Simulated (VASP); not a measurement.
# BAs in VASP: further runs

Runs on BAs. Level: LDA. Tasks: electric field gradients.

Everything below comes from runs of VASP 6.6.1. Logs are shortened: lines on timing, memory, paths and dates and some standing lists are left out, and cuts for length are marked.

### Step 1. The cell of the first run

The structure is cubic, space group F-43m (No. 216). Conventional cell: a = 4.819 Å, b = 4.819 Å, c = 4.819 Å, α = 90.00°, β = 90.00°, γ = 90.00°. B (site symmetry -43m) has 4 As at 2.09 Å within 2.8 Å. As (site symmetry -43m) has 4 B at 2.09 Å within 2.8 Å.

### Step 2. Electric field gradients, LDA

INCAR

```
SYSTEM = BAs
ALGO = Normal ; EDIFF = 1E-8
ENCUT = 520 ; ISIF = 2
ISMEAR = -1 ; LASPH = .True.
LCHARG = .False. ; LEFG = .True.
LREAL = .False. ; LWAVE = .False.
NBANDS = 11 ; NELM = 80
PREC = Accurate ; SIGMA = 0.01
```

KPOINTS

```
k-points
0
Gamma
  15 15 15
  0 0 0
```

POSCAR

```
BAs
1.0
    0.0000000000      2.4096270000      2.4096270000
    2.4096270000      0.0000000000      2.4096270000
    2.4096270000      2.4096270000      0.0000000000
B As
1 1
Direct
    0.7500000000      0.7500000000      0.7500000000
    0.0000000000      0.0000000000      0.0000000000
```

Potentials or basis: VASP PAW LDA potentials, release 64 (B, As).

Command:

```bash
> cat potpaw_LDA.64/B/POTCAR potpaw_LDA.64/As/POTCAR > POTCAR
> mpirun -np 1 vasp_std > vasp.out
```

OUTCAR:

```text
SYSTEM = BAs
   EDIFF = 1E-8
   ENCUT = 520
   ISIF = 2
   ISMEAR = -1
   LASPH = .True.
   LREAL = .False.
   NELM = 80
   PREC = Accurate

 ion  position               nearest neighbor table
   1  0.750  0.750  0.750-   2 2.09   2 2.09   2 2.09   2 2.09
   2  0.000  0.000  0.000-   1 2.09   1 2.09   1 2.09   1 2.09

  LATTYP: Found a face centered cubic cell.
 ALAT       =     4.8192540000

  Lattice vectors:

 A1 = (   0.0000000000,   2.4096270000,   2.4096270000)
 A2 = (   2.4096270000,   0.0000000000,   2.4096270000)
 A3 = (   2.4096270000,   2.4096270000,   0.0000000000)

Analysis of symmetry for initial positions (statically):
=====================================================================
 Subroutine PRICEL returns:
 Original cell was already a primitive cell.

 Routine SETGRP: Setting up the symmetry group for a
 face centered cubic supercell.

 Subroutine GETGRP returns: Found 24 space group operations
 (whereof 24 operations were pure point group operations)
 out of a pool of 48 trial point group operations.

The static configuration has the point symmetry T_d .

Analysis of symmetry for dynamics (positions and initial velocities):
=====================================================================
 Subroutine PRICEL returns:
 Original cell was already a primitive cell.

 Routine SETGRP: Setting up the symmetry group for a
 face centered cubic supercell.

 Subroutine GETGRP returns: Found 24 space group operations
 (whereof 24 operations were pure point group operations)
 out of a pool of 48 trial point group operations.

The dynamic configuration has the point symmetry T_d .

 Subroutine INISYM returns: Found 24 space group operations
 (whereof 24 operations are pure point group operations),
 and found     1 'primitive' translations

----------------------------------------------------------------------------------------

                                     Primitive cell

  volume of cell :      27.9820

  direct lattice vectors                    reciprocal lattice vectors
     0.000000000  2.409627000  2.409627000    -0.207500995  0.207500995  0.207500995
     2.409627000  0.000000000  2.409627000     0.207500995 -0.207500995  0.207500995
     2.409627000  2.409627000  0.000000000     0.207500995  0.207500995 -0.207500995

  length of vectors
     3.407727184  3.407727184  3.407727184     0.359402266  0.359402266  0.359402266

  position of ions in fractional coordinates (direct lattice)
     0.750000000  0.750000000  0.750000000
     0.000000000  0.000000000  0.000000000

  ion indices of the primitive-cell ions
   primitive index   ion index
                 1           1
                 2           2

----------------------------------------------------------------------------------------

 KPOINTS: k-points

Automatic generation of k-mesh.
 Grid dimensions read from file:
 generate k-points for:   15   15   15

 Generating k-lattice:

  Cartesian coordinates                     Fractional coordinates (reciprocal lattice)
    -0.013833400  0.013833400  0.013833400     0.066666667  0.000000000  0.000000000
     0.013833400 -0.013833400  0.013833400     0.000000000  0.066666667  0.000000000
     0.013833400  0.013833400 -0.013833400     0.000000000  0.000000000  0.066666667

  Length of vectors
     0.023960151  0.023960151  0.023960151

  Shift w.r.t. Gamma in fractional coordinates (k-lattice)
     0.000000000  0.000000000  0.000000000

 Subroutine IBZKPT returns following result:
 ===========================================

 Found    120 irreducible k-points:

 Following reciprocal coordinates:
            Coordinates               Weight
  0.000000  0.000000  0.000000      1.000000
  0.066667  0.000000  0.000000      8.000000
  0.133333  0.000000  0.000000      8.000000
  0.200000  0.000000  0.000000      8.000000
  0.266667  0.000000  0.000000      8.000000
  0.333333  0.000000  0.000000      8.000000
[... 16 lines left out ...]
  0.133333  0.133333  0.000000      6.000000
  0.200000  0.133333  0.000000     24.000000
 [... further k-points ...]
   k-points           NKPTS =    120   k-points in BZ     NKDIM =    120   number of bands    NBANDS=     11
   number of dos      NEDOS =    301   number of ions     NIONS =      2
   total plane-waves  NPLWV =  21952
   dimension x,y,z NGX =    28 NGY =   28 NGZ =   28
   dimension x,y,z NGXF=    56 NGYF=   56 NGZF=   56
   ions per type =               1   1
   NGX,Y,Z   is equivalent  to a cutoff of  13.66, 13.66, 13.66 a.u.
   NGXF,Y,Z  is equivalent  to a cutoff of  27.32, 27.32, 27.32 a.u.
 SYSTEM =  BAs
   PREC   = accura    normal or accurate (medium, high low for compatibility)
   ISTART =      0    job   : 0-new  1-cont  2-samecut
   ICHARG =      2    charge: 1-file 2-atom 10-const
   ISPIN  =      1    spin polarized calculation?
   LNONCOLLINEAR =      F non collinear calculations
   LSORBIT =      F    spin-orbit coupling
   LASPH  =      T    aspherical Exc in radial PAW
   ENCUT  =  520.0 eV  38.22 Ry    6.18 a.u.   6.34  6.34  6.34*2*pi/ulx,y,z
   NELM   =     80;   NELMIN=  2; NELMDL= -5     # of ELM steps
   EDIFF  = 0.1E-07   stopping-criterion for ELM
   LREAL  =      F    real-space projection
   EDIFFG = 0.1E-06   stopping-criterion for IOM
   NSW    =      0    number of steps for IOM
   IBRION =     -1    ionic relax: 0-MD 1-quasi-New 2-CG
   NFREE  =      0    steps in history (QN), initial steepest desc. (CG)
   ISIF   =      2    stress and relaxation
   ISYM   =      2    0-nonsym 1-usesym 2-fastsym
   POTIM  = 0.5000    time-step for ionic-motion
   TEBEG  =    0.0;   TEEND  =   0.0 temperature during run
   PSTRESS=    0.0 pullay stress
   NELECT =       8.0000    total number of electrons
   NUPDOWN=      -1.0000    fix difference up-down
   EMIN   =  10.00;   EMAX   =-10.00  energy-range for DOS
   EFERMI =   0.00;   METHOD = LEGACY
   ISMEAR =    -1;   SIGMA  =   0.01  broadening in eV -4-tet -1-fermi 0-gaus
   EFERMI_NEDOS =   21; number of points for ismear=-14 and -15
   IALGO  =     38    algorithm
   IMIX   =      4    mixing-type and parameters
     AMIX     =   0.40;   BMIX     =  1.00
     AMIX_MAG =   1.60;   BMIX_MAG =  1.00
  volume/ion in A,a.u.               =      13.99        94.42
  Fermi-wavevector in a.u.,A,eV,Ry     =   1.078479  2.038030 15.825165  1.163117
  Thomas-Fermi vector in A             =   2.214419
   LORBIT       =      0    0 simple, 1 ext, 2 COOP (PROOUT), +10 PAW based schemes
   GGA     = CA    functional components
   LHFCALC =     F    Hartree Fock is set to
   AEXX    =    0.0000 exact exchange contribution
   IVDW    =     0    specifies the selected vdW correction
   LEPSILON=     F    determine dielectric tensor
   LRPA    =     F    only Hartree local field effects (RPA)
 non-spin polarized calculation
  energy-cutoff  :      520.00
  volume of cell :       27.98
 maximum number of plane-waves:       763
 NGX is ok and might be reduce to    28
   NGX = 13   NGY = 13   NGZ = 13

 number of electron       8.0000000 magnetization

 Free energy of the ion-electron system (eV)
  ---------------------------------------------------
  ext. energy  EPLUGINS =         0.00000000
  ---------------------------------------------------
  free energy    TOTEN  =       -12.89956549 eV

  energy without entropy =      -12.89956549  energy(sigma->0) =      -12.89956549

 E-fermi :   6.0587     XC(G=0): -10.6744

 val. band max:        5.8619136835   @ k =   0.0000   0.0000   0.0000
 cond. band min:       7.0070409326   @ k =   0.4000   0.4000   0.0000
 fundamental gap:      1.1451272492
 Fermi energy:         6.0586982691

 k-point     1 :       0.0000    0.0000    0.0000
  band No.  band energies     occupation
      1      -9.2782      2.00000
      2       5.8619      2.00000
      3       5.8619      2.00000
      4       5.8619      2.00000
      5       9.0778      0.00000
      6       9.0778      0.00000
      7       9.0778      0.00000
      8      10.2203      0.00000
      9      15.0883      0.00000
     10      18.7858      0.00000
     11      18.7858      0.00000

 k-point     2 :       0.0667    0.0000    0.0000
  band No.  band energies     occupation
      1      -9.2071      2.00000
      2       5.1612      2.00000
      3       5.7212      2.00000
      4       5.7212      2.00000
      5       9.1718      0.00000
      6       9.2626      0.00000
      7       9.2626      0.00000
      8      10.6591      0.00000
      9      15.3804      0.00000
     10      18.1043      0.00000
     11      18.1043      0.00000

 k-point     3 :       0.1333    0.0000    0.0000
  band No.  band energies     occupation
      1      -8.9952      2.00000
      2       3.7390      2.00000
      3       5.3907      2.00000
      4       5.3907      2.00000
      5       9.0996      0.00000
      6       9.6970      0.00000
      7       9.6970      0.00000
      8      11.6871      0.00000
      9      16.1110      0.00000
     10      17.3413      0.00000
     11      17.3413      0.00000

 k-point     4 :       0.2000    0.0000    0.0000
  band No.  band energies     occupation
      1      -8.6480      2.00000
      2       2.1735      2.00000
      3       5.0112      2.00000
      4       5.0112      2.00000
      5       8.9158      0.00000
      6      10.1615      0.00000
      7      10.1615      0.00000
      8      12.7681      0.00000
      9      16.7222      0.00000
     10      16.9642      0.00000
     11      16.9642      0.00000
[... 239 lines left out ...]
 k-point    22 :      -0.0667    0.0667    0.0000
  band No.  band energies     occupation
      1      -9.0890      2.00000
      2       4.5088      2.00000
      3       5.0488      2.00000
      4       5.7359      2.00000
      5       9.2686      0.00000
      6       9.2819      0.00000
      7       9.7355      0.00000
      8      11.2353      0.00000
      9      15.8312      0.00000
     10      17.1420      0.00000
     11      17.8953      0.00000

 k-point    23 :       0.1333    0.1333    0.0000
  band No.  band energies     occupation
      1      -8.9002      2.00000
      2       4.2545      2.00000
      3       4.6287      2.00000
      4       4.6287      2.00000
      5       8.3124      0.00000
      6      10.7103      0.00000
      7      10.7103      0.00000
      8      11.2623      0.00000
      9      15.7530      0.00000
     10      16.5231      0.00000
     11      19.2033      0.00000

 k-point    24 :       0.2000    0.1333    0.0000
  band No.  band energies     occupation
      1      -8.6440      2.00000
      2       3.0792      2.00000
      3       4.2191      2.00000
      4       4.4160      2.00000
      5       8.3085      0.00000
      6      10.7851      0.00000
      7      11.3122      0.00000
      8      11.7997      0.00000
      9      15.5376      0.00000
     10      17.3001      0.00000
     11      18.9975      0.00000

 [... further k-points ...]
[... 5 lines left out ...]
  --------------------------------------------------------------------------------------
  -------------------------------------------------------------------------------------
  Total       -1.1264977     -1.1264977     -1.1264977      0.0000000     -0.0000000      0.0000000
  in kB      -64.5002574    -64.5002574    -64.5002574      0.0000000     -0.0000000      0.0000000
  external PRESSURE =     -64.5002574 kB  Pullay stress =       0.0000000 kB

 VOLUME and BASIS-vectors are now :
 -----------------------------------------------------------------------------
  energy-cutoff  :      520.00
  volume of cell :       27.98
      direct lattice vectors                 reciprocal lattice vectors
     0.000000000  2.409627000  2.409627000    -0.207500995  0.207500995  0.207500995
     2.409627000  0.000000000  2.409627000     0.207500995 -0.207500995  0.207500995
     2.409627000  2.409627000  0.000000000     0.207500995  0.207500995 -0.207500995

 POSITION                                       TOTAL-FORCE (eV/Angst)
 -----------------------------------------------------------------------------------
      3.61444      3.61444      3.61444         0.000000      0.000000      0.000000
      0.00000      0.00000      0.00000        -0.000000     -0.000000     -0.000000
 -----------------------------------------------------------------------------------
    total drift:                               -0.000000     -0.000000     -0.000000

  FREE ENERGIE OF THE ION-ELECTRON SYSTEM (eV)
  ---------------------------------------------------
  free  energy   TOTEN  =       -12.8995654922 eV

  energy  without entropy=      -12.8995654922  energy(sigma->0) =      -12.89956549

 Electric field gradients (V/A^2)
---------------------------------------------------------------------
 ion       V_xx      V_yy      V_zz      V_xy      V_xz      V_yz
---------------------------------------------------------------------
   1       0.000    -0.000     0.000    -0.000    -0.000    -0.000
   2       0.000    -0.000    -0.000     0.000     0.000     0.000
---------------------------------------------------------------------

 Electric field gradients after diagonalization (V/A^2)
 (convention: |V_zz| > |V_xx| > |V_yy|)
----------------------------------------------------------------------
 ion       V_xx      V_yy      V_zz     asymmetry (V_yy - V_xx)/ V_zz
----------------------------------------------------------------------
   1       0.000     0.000    -0.000       0.000
   2      -0.000    -0.000     0.000       0.000
----------------------------------------------------------------------

           NMR quadrupolar parameters

 Cq : quadrupolar parameter    Cq=e*Q*V_zz/h
 eta: asymmetry parameters     (V_yy - V_xx)/ V_zz
 Q  : nuclear electric quadrupole moment in mb (millibarn)
----------------------------------------------------------------------
 ion       Cq(MHz)       eta       Q (mb)
----------------------------------------------------------------------
   1      -0.000       0.000       1.000
   2       0.000       0.000       1.000
----------------------------------------------------------------------
```

Run time: 49 s. Hardware: 1 thread of AMD EPYC 7R43 (Zen 3), shared host; peak memory 0.12 GiB.

What came out:

| Quantity | Value |
| --- | --- |
| Free energy | -12.8996 eV |
| Pressure | -6.5 GPa |
| Band gap on the k mesh | 1.15 eV, indirect (least direct gap 3.22 eV) |

Caveat: without QUAD_EFG the Cq values of the log hold for a quadrupole moment of 1 mb, not for the nuclei.

[end of part 1 of 2]
